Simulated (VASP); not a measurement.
**HfO2 (fluorite type): single point with PBE**

Crystal: HfO2 (fluorite type).

```
CELL_PARAMETERS angstrom
0.00000 2.49670 2.49670
2.49670 0.00000 2.49670
2.49670 2.49670 0.00000
ATOMIC_POSITIONS crystal
Hf 0.00000 0.00000 0.00000
O 0.25000 0.25000 0.25000
O 0.75000 0.75000 0.75000
```

This cell differs from its parent crystal: volume scaled by 0.94.

```yaml
Program: VASP 6.6.1
Task: single point
Functional: PBE
Potentials_or_basis: VASP PAW PBE potentials, release 64 (Hf_pv, O)
Cutoff: 520 eV
k_mesh: 11 × 11 × 11
Occupations: fermi-dirac, width 0.05 eV
Spin: no spin polarisation
Dipole_correction: no
Further_INCAR_settings: ALGO = Normal; EDIFF = 1e-07; NBANDS = 18
```

```
Pressure               : 13.1 GPa
Band gap on the k mesh : 4.00 eV, indirect (least direct gap 4.09 eV)
```

Levels at points of the mesh, in eV from the valence-band top:
```
           k point  band 8  band 9  band 10  band 11  band 12  band 13  band 14  band 15
(0.00, 0.00, 0.00)   -5.59   -0.59    -0.59    -0.59     4.02     4.02     6.24    11.05
```

It took 34 s on 1 thread of Intel(R) Xeon(R) 6975P-C (Granite Rapids), with other jobs on the host, peak memory 0.17 GiB.

Caveat: spin-orbit coupling is left out, which moves the levels of the heavy elements. A k mesh can miss the band edges.
